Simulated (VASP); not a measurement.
# NiO (Fm-3m) in VASP: notebook

The runs below take NiO through single point, with PBE.

Everything below comes from runs of VASP 6.6.1. Logs are shortened: lines on timing, memory, paths and dates and some standing lists are left out, and cuts for length are marked.

## Step 1: The cell of the first run

Symmetry: Fm-3m, No. 225, cubic system. Conventional cell: a = 4.141 Å, b = 4.141 Å, c = 4.141 Å, α = 90.00°, β = 90.00°, γ = 90.00°. Within 2.7 Å of Ni (site symmetry m-3m) lie 6 O at 2.07 Å. Within 2.7 Å of O (site symmetry m-3m) lie 6 Ni at 2.07 Å.

## Step 2: Single point, PBE, collinear spin, ferromagnetic start

The input, INCAR:

```
SYSTEM = NiO
PREC = Accurate
ENCUT = 520
EDIFF = 1E-6
ISMEAR = 0
SIGMA = 0.1
LREAL = .FALSE.
LASPH = .TRUE.
NELM = 150
ALGO = Normal
ISIF = 2
LWAVE = .FALSE.
LCHARG = .FALSE.
ISPIN = 2
MAGMOM = 1.54 0.3
LORBIT = 11
LMAXMIX = 4
GGA = PE
NBANDS = 19
```

The input, KPOINTS:

```
regular mesh
0
G
  18 18 18
  0 0 0
```

The input, POSCAR:

```
NiO
1.0
    0.0000000000      2.0704074228      2.0704074228
    2.0704074228      0.0000000000      2.0704074228
    2.0704074228      2.0704074228      0.0000000000
Ni O
1 1
Direct
    0.0000000000      0.0000000000      0.0000000000
    0.5000000000      0.5000000000      0.5000000000
```

Potentials or basis: VASP PAW PBE potentials, release 64 (Ni, O).

The run is started by

```
$ cat potpaw_PBE.64/Ni/POTCAR potpaw_PBE.64/O/POTCAR > POTCAR
$ mpirun -np 1 vasp_std > vasp.out
```

OUTCAR:

```text
SYSTEM = NiO
   PREC = Accurate
   ENCUT = 520
   EDIFF = 1E-6
   ISMEAR = 0
   LREAL = .FALSE.
   LASPH = .TRUE.
   NELM = 150
   ISIF = 2
   ISPIN = 2
   LORBIT = 11
   GGA = PE

 ion  position               nearest neighbor table
   1  0.000  0.000  0.000-   2 2.07   2 2.07   2 2.07   2 2.07   2 2.07   2 2.07
   2  0.500  0.500  0.500-   1 2.07   1 2.07   1 2.07   1 2.07   1 2.07   1 2.07

  LATTYP: Found a face centered cubic cell.
 ALAT       =     4.1408148456

  Lattice vectors:

 A1 = (   0.0000000000,   2.0704074228,   2.0704074228)
 A2 = (   2.0704074228,   0.0000000000,   2.0704074228)
 A3 = (   2.0704074228,   2.0704074228,   0.0000000000)

Analysis of symmetry for initial positions (statically):
=====================================================================
 Subroutine PRICEL returns:
 Original cell was already a primitive cell.

 Routine SETGRP: Setting up the symmetry group for a
 face centered cubic supercell.

 Subroutine GETGRP returns: Found 48 space group operations
 (whereof 48 operations were pure point group operations)
 out of a pool of 48 trial point group operations.

The static configuration has the point symmetry O_h .

Analysis of symmetry for dynamics (positions and initial velocities):
=====================================================================
 Subroutine PRICEL returns:
 Original cell was already a primitive cell.

 Routine SETGRP: Setting up the symmetry group for a
 face centered cubic supercell.

 Subroutine GETGRP returns: Found 48 space group operations
 (whereof 48 operations were pure point group operations)
 out of a pool of 48 trial point group operations.

The dynamic configuration has the point symmetry O_h .

Analysis of structural, dynamic, and magnetic symmetry:
=====================================================================
 Subroutine PRICEL returns:
 Original cell was already a primitive cell.

 Routine SETGRP: Setting up the symmetry group for a
 face centered cubic supercell.

 Subroutine GETGRP returns: Found 48 space group operations
 (whereof 48 operations were pure point group operations)
 out of a pool of 48 trial point group operations.

The overall configuration has the point symmetry O_h .

 Subroutine INISYM returns: Found 48 space group operations
 (whereof 48 operations are pure point group operations),
 and found     1 'primitive' translations

----------------------------------------------------------------------------------------

                                     Primitive cell

  volume of cell :      17.7500

  direct lattice vectors                    reciprocal lattice vectors
     0.000000000  2.070407423  2.070407423    -0.241498361  0.241498361  0.241498361
     2.070407423  0.000000000  2.070407423     0.241498361 -0.241498361  0.241498361
     2.070407423  2.070407423  0.000000000     0.241498361  0.241498361 -0.241498361

  length of vectors
     2.927998257  2.927998257  2.927998257     0.418287432  0.418287432  0.418287432

  position of ions in fractional coordinates (direct lattice)
     0.000000000  0.000000000  0.000000000
     0.500000000  0.500000000  0.500000000

  ion indices of the primitive-cell ions
   primitive index   ion index
                 1           1
                 2           2

----------------------------------------------------------------------------------------

 KPOINTS: regular mesh

Automatic generation of k-mesh.
 Grid dimensions read from file:
 generate k-points for:   18   18   18

 Generating k-lattice:

  Cartesian coordinates                     Fractional coordinates (reciprocal lattice)
    -0.013416576  0.013416576  0.013416576     0.055555556  0.000000000  0.000000000
     0.013416576 -0.013416576  0.013416576     0.000000000  0.055555556  0.000000000
     0.013416576  0.013416576 -0.013416576     0.000000000  0.000000000  0.055555556

  Length of vectors
     0.023238191  0.023238191  0.023238191

  Shift w.r.t. Gamma in fractional coordinates (k-lattice)
     0.000000000  0.000000000  0.000000000

 Subroutine IBZKPT returns following result:
 ===========================================

 Found    195 irreducible k-points:

 Following reciprocal coordinates:
            Coordinates               Weight
  0.000000  0.000000  0.000000      1.000000
  0.055556  0.000000  0.000000      8.000000
  0.111111  0.000000  0.000000      8.000000
  0.166667  0.000000  0.000000      8.000000
  0.222222  0.000000  0.000000      8.000000
  0.277778  0.000000  0.000000      8.000000
[... 16 lines left out ...]
 -0.277778  0.055556  0.000000     24.000000
 -0.222222  0.055556  0.000000     24.000000
 [... further k-points ...]
   k-points           NKPTS =    195   k-points in BZ     NKDIM =    195   number of bands    NBANDS=     19
   number of dos      NEDOS =    301   number of ions     NIONS =      2
   total plane-waves  NPLWV =  13824
   dimension x,y,z NGX =    24 NGY =   24 NGZ =   24
   dimension x,y,z NGXF=    48 NGYF=   48 NGZF=   48
   ions per type =               1   1
   NGX,Y,Z   is equivalent  to a cutoff of  13.63, 13.63, 13.63 a.u.
   NGXF,Y,Z  is equivalent  to a cutoff of  27.25, 27.25, 27.25 a.u.
 SYSTEM =  NiO
   PREC   = accura    normal or accurate (medium, high low for compatibility)
   ISTART =      0    job   : 0-new  1-cont  2-samecut
   ICHARG =      2    charge: 1-file 2-atom 10-const
   ISPIN  =      2    spin polarized calculation?
   LNONCOLLINEAR =      F non collinear calculations
   LSORBIT =      F    spin-orbit coupling
   LASPH  =      T    aspherical Exc in radial PAW
   ENCUT  =  520.0 eV  38.22 Ry    6.18 a.u.   5.44  5.44  5.44*2*pi/ulx,y,z
   NELM   =    150;   NELMIN=  2; NELMDL= -5     # of ELM steps
   EDIFF  = 0.1E-05   stopping-criterion for ELM
   LREAL  =      F    real-space projection
   EDIFFG = 0.1E-04   stopping-criterion for IOM
   NSW    =      0    number of steps for IOM
   IBRION =     -1    ionic relax: 0-MD 1-quasi-New 2-CG
   NFREE  =      0    steps in history (QN), initial steepest desc. (CG)
   ISIF   =      2    stress and relaxation
   ISYM   =      2    0-nonsym 1-usesym 2-fastsym
   POTIM  = 0.5000    time-step for ionic-motion
   TEBEG  =    0.0;   TEEND  =   0.0 temperature during run
   PSTRESS=    0.0 pullay stress
   NELECT =      16.0000    total number of electrons
   NUPDOWN=      -1.0000    fix difference up-down
   EMIN   =  10.00;   EMAX   =-10.00  energy-range for DOS
   EFERMI =   0.00;   METHOD = LEGACY
   ISMEAR =     0;   SIGMA  =   0.10  broadening in eV -4-tet -1-fermi 0-gaus
   EFERMI_NEDOS =   21; number of points for ismear=-14 and -15
   IALGO  =     38    algorithm
   IMIX   =      4    mixing-type and parameters
     AMIX     =   0.40;   BMIX     =  1.00
     AMIX_MAG =   1.60;   BMIX_MAG =  1.00
  volume/ion in A,a.u.               =       8.87        59.89
  Fermi-wavevector in a.u.,A,eV,Ry     =   1.581426  2.988463 34.026943  2.500910
  Thomas-Fermi vector in A             =   2.681504
   LORBIT       =     11    0 simple, 1 ext, 2 COOP (PROOUT), +10 PAW based schemes
   GGA     = PE    functional components
   LHFCALC =     F    Hartree Fock is set to
   AEXX    =    0.0000 exact exchange contribution
   IVDW    =     0    specifies the selected vdW correction
   LEPSILON=     F    determine dielectric tensor
   LRPA    =     F    only Hartree local field effects (RPA)
 spin polarized calculation
 Gauss-broadening in eV      SIGMA  =   0.10
  energy-cutoff  :      520.00
  volume of cell :       17.75
 maximum number of plane-waves:       531
 NGX is ok and might be reduce to    24
   NGX = 11   NGY = 11   NGZ = 11

 number of electron      15.9999990 magnetization       1.6170706

 Free energy of the ion-electron system (eV)
  ---------------------------------------------------
  ext. energy  EPLUGINS =         0.00000000
  ---------------------------------------------------
  free energy    TOTEN  =       -11.45374266 eV

  energy without entropy =      -11.44759436  energy(sigma->0) =      -11.45066851

 E-fermi :   8.3190     XC(G=0): -12.8324

 val. band max:        8.3182869933   @ k =   0.5000   0.3889   0.0556
 cond. band min:       8.3208577142   @ k =   0.3889   0.1111   0.0556
 fundamental gap:      0.0025707209
 Fermi energy:         8.3189803360

 spin component 1

 k-point     1 :       0.0000    0.0000    0.0000
  band No.  band energies     occupation
      1     -12.3531      1.00000
      2       5.1572      1.00000
      3       5.1572      1.00000
      4       5.1572      1.00000
      5       5.2238      1.00000
      6       5.2238      1.00000
[... 11 lines left out ...]
     18      34.5524      0.00000
     19      34.5524      0.00000

 k-point     2 :       0.0556    0.0000    0.0000
  band No.  band energies     occupation
      1     -12.3158      1.00000
      2       4.6603      1.00000
      3       4.6603      1.00000
      4       4.7739      1.00000
      5       5.5680      1.00000
      6       5.5681      1.00000
[... 476 lines left out ...]
 k-point    24 :      -0.2222    0.0556    0.0000
  band No.  band energies     occupation
      1     -11.7120      1.00000
      2       1.9970      1.00000
      3       2.9957      1.00000
      4       3.3004      1.00000
      5       5.9055      1.00000
      6       5.9243      1.00000
[... 11 lines left out ...]
     18      39.0549      0.00000
     19      40.2110      0.00000

 [... further k-points ...]

 spin component 2

 k-point     1 :       0.0000    0.0000    0.0000
  band No.  band energies     occupation
      1     -11.9637      1.00000
      2       5.6103      1.00000
      3       5.6103      1.00000
      4       5.6103      1.00000
      5       6.3865      1.00000
      6       6.3867      1.00000
[... 11 lines left out ...]
     18      35.1180      0.00000
     19      35.1182      0.00000

 k-point     2 :       0.0556    0.0000    0.0000
  band No.  band energies     occupation
      1     -11.9255      1.00000
      2       5.2484      1.00000
      3       5.4348      1.00000
      4       5.4348      1.00000
      5       6.4440      1.00000
      6       6.4441      1.00000
[... 476 lines left out ...]
 k-point    24 :      -0.2222    0.0556    0.0000
  band No.  band energies     occupation
      1     -11.3054      1.00000
      2       2.4283      1.00000
      3       4.0413      1.00000
      4       4.1443      1.00000
      5       6.7648      1.00000
      6       6.9714      1.00000
[... 11 lines left out ...]
     18      39.5508      0.00000
     19      40.7694      0.00000

 [... further k-points ...]
[... 5 lines left out ...]
  --------------------------------------------------------------------------------------
  -------------------------------------------------------------------------------------
  Total        1.0814975      1.0814975      1.0814975     -0.0000000     -0.0000000     -0.0000000
  in kB       97.6199666     97.6199666     97.6199666     -0.0000000     -0.0000000     -0.0000000
  external PRESSURE =      97.6199666 kB  Pullay stress =       0.0000000 kB

 VOLUME and BASIS-vectors are now :
 -----------------------------------------------------------------------------
  energy-cutoff  :      520.00
  volume of cell :       17.75
      direct lattice vectors                 reciprocal lattice vectors
     0.000000000  2.070407423  2.070407423    -0.241498361  0.241498361  0.241498361
     2.070407423  0.000000000  2.070407423     0.241498361 -0.241498361  0.241498361
     2.070407423  2.070407423  0.000000000     0.241498361  0.241498361 -0.241498361

 POSITION                                       TOTAL-FORCE (eV/Angst)
 -----------------------------------------------------------------------------------
      0.00000      0.00000      0.00000        -0.000000     -0.000000      0.000000
      2.07041      2.07041      2.07041         0.000000      0.000000     -0.000000
 -----------------------------------------------------------------------------------
    total drift:                                0.000000     -0.000000     -0.000000

  FREE ENERGIE OF THE ION-ELECTRON SYSTEM (eV)
  ---------------------------------------------------
  free  energy   TOTEN  =       -11.4537426608 eV

  energy  without entropy=      -11.4475943622  energy(sigma->0) =      -11.45066851

 total charge

# of ion       s       p       d       tot
------------------------------------------
    1        0.340   0.424   8.278   9.042
    2        1.558   3.430   0.000   4.988
--------------------------------------------------
tot          1.898   3.855   8.278  14.030

 magnetization (x)

# of ion       s       p       d       tot
------------------------------------------
    1        0.012   0.015   1.313   1.340
    2        0.028   0.209   0.000   0.237
--------------------------------------------------
tot          0.040   0.225   1.313   1.578
```

Wall time 3.1 min (1 thread of Intel Xeon 8259CL, shared host); peak memory 0.23 GiB.

Results:

```yaml
Free_energy: -11.4537 eV
Pressure: 9.8 GPa
Net_moment: 1.62 μB per cell
Site_moments: Ni +1.34; O +0.24 μB
Valence_electrons_inside_the_program's_atomic_spheres: Ni 9.04; O 4.99
```

Levels at points of the mesh, in eV from the Fermi level:
Spin up:
```csv
k point,band 6,band 7,band 8,band 9,band 10,band 11,band 12,band 13
"(0.00, 0.00, 0.00)",-3.10,-2.69,-2.69,-2.69,1.64,17.89,19.09,19.09
"(0.50, 0.00, 0.00)",-1.94,-1.41,0.36,0.36,5.61,10.17,14.15,14.15
"(0.50, 0.50, 0.00)",-2.74,-2.14,-1.62,-1.62,6.27,10.69,12.31,16.86
```
Spin down:
| k point | band 3 | band 4 | band 5 | band 6 | band 7 | band 8 | band 9 | band 10 | band 11 | band 12 |
| --- | --- | --- | --- | --- | --- | --- | --- | --- | --- | --- |
| (0.00, 0.00, 0.00) | -2.71 | -2.71 | -1.93 | -1.93 | -1.93 | -0.74 | -0.74 | 1.96 | 17.84 | 19.30 |
| (0.50, 0.00, 0.00) | -5.08 | -5.08 | -1.00 | -1.00 | -0.61 | 2.17 | 2.17 | 5.77 | 10.65 | 14.41 |
| (0.50, 0.50, 0.00) | -4.09 | -4.09 | -2.96 | -0.79 | -0.79 | -0.30 | 0.29 | 6.70 | 11.01 | 12.56 |

Caveat: a cell with one magnetic atom can't hold antiferromagnetic order, which such compounds often take; semilocal functionals often make such compounds metallic where correlation or magnetic order opens a gap, which also shifts bond lengths.

## Step 3: Single point, PBE, collinear spin, ferromagnetic start

This run uses another cell than the first one, of 9.10 Å³/atom, 1.026 times its volume.

The input, INCAR:

```
SYSTEM = NiO
  PREC = Accurate
  ENCUT = 520
  EDIFF = 1E-6
  ISMEAR = 0
  SIGMA = 0.1
  LREAL = .FALSE.
  LASPH = .TRUE.
  NELM = 150
  ALGO = Normal
  ISIF = 2
  LWAVE = .FALSE.
  LCHARG = .FALSE.
  ISPIN = 2
  MAGMOM = 1.58 0.31
  LORBIT = 11
  LMAXMIX = 4
  GGA = PE
  NBANDS = 19
```

The input, KPOINTS:

```
Automatic mesh
0
G
  18 18 18
  0 0 0
```

The input, POSCAR:

```
NiO
1.0
    0.0000000000      2.0879083569      2.0879083569
    2.0879083569      0.0000000000      2.0879083569
    2.0879083569      2.0879083569      0.0000000000
Ni O
1 1
Direct
    0.0000000000      0.0000000000      0.0000000000
    0.5000000000      0.5000000000      0.5000000000
```

Potentials or basis: VASP PAW PBE potentials, release 64 (Ni, O).

The run is started by

```
$ cat potpaw_PBE.64/Ni/POTCAR potpaw_PBE.64/O/POTCAR > POTCAR
$ mpirun -np 1 vasp_std > vasp.out
```

It took 3.4 min on 1 thread of Intel Xeon 8259CL, shared host; peak memory 0.23 GiB.

Results (log left out):

| Item | Value |
| --- | --- |
| Free energy | -11.4744 eV |
| Pressure | 4.6 GPa |
| Net moment | 1.69 μB per cell |
| Site moments | Ni +1.40; O +0.25 μB |
| Valence electrons inside the program's atomic spheres | Ni 8.99; O 4.98 |

Levels at points of the mesh, in eV from the Fermi level:
Spin up:
```
           k point  band 5  band 6  band 7  band 8  band 9  band 10  band 11  band 12  band 13  band 14
(0.00, 0.00, 0.00)   -3.03   -3.03   -2.64   -2.64   -2.64     1.52    17.83    18.91    18.91    18.91
(0.50, 0.00, 0.00)   -1.95   -1.95   -1.42    0.30    0.30     5.58     9.95    14.00    14.00    21.29
(0.50, 0.50, 0.00)   -3.52   -2.76   -2.21   -1.64   -1.64     6.12    10.55    12.21    16.58    16.58
```
Spin down:
```
           k point  band 5  band 6  band 7  band 8  band 9  band 10
(0.00, 0.00, 0.00)   -1.86   -1.86   -1.86   -0.65   -0.65     1.85
(0.50, 0.00, 0.00)   -0.97   -0.97   -0.59    2.17    2.17     5.74
(0.50, 0.50, 0.00)   -2.84   -0.77   -0.77   -0.22    0.32     6.56
```

Caveat: a cell with one magnetic atom can't hold antiferromagnetic order, which such compounds often take; semilocal functionals often make such compounds metallic where correlation or magnetic order opens a gap, which also shifts bond lengths. With open d or f shells a metallic result of PBE can be an artefact of self-interaction; +U or a hybrid may open a gap.
